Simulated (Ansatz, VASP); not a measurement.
# Two plane-wave programs on Sn

```
Sn
1.0
     4.64316    0.00000    0.00000
     0.00000    4.64316    0.00000
     0.00000    0.00000   17.64160
Sn
2
Direct
  0.75000 0.00000 0.45807
  0.25000 0.00000 0.54193
```

Alike in both runs: functional r2SCAN; k mesh 7 × 7 × 1; occupations fermi-dirac, width 0.02 eV; no spin polarisation.

Ansatz relaxed the structure, and its values are those at the end. VASP's run is a single point on that final structure, the one shown.

|  | VASP | Ansatz |
| --- | --- | --- |
| version | VASP 6.6.1 | Ansatz 0.2.0 |
| potentials or method | VASP PAW PBE potentials, release 64 (Sn_d) | PAW with Ansatz's default frozen-core files, scalar-relativistic |
| plane-wave cutoff (eV) | 520 | 500 |
| valence electrons in the cell | 28 | 28 |

Ansatz gave:

* rms of the force components (eV/Å): 0.000

**Question.** Which values does VASP return?

**Answer.** rms of the force components (eV/Å): 0.013.

VASP's potentials were made for PBE, not for r2SCAN. Ansatz's warnings: stress scf threshold loose, xc potential rough in thin density.
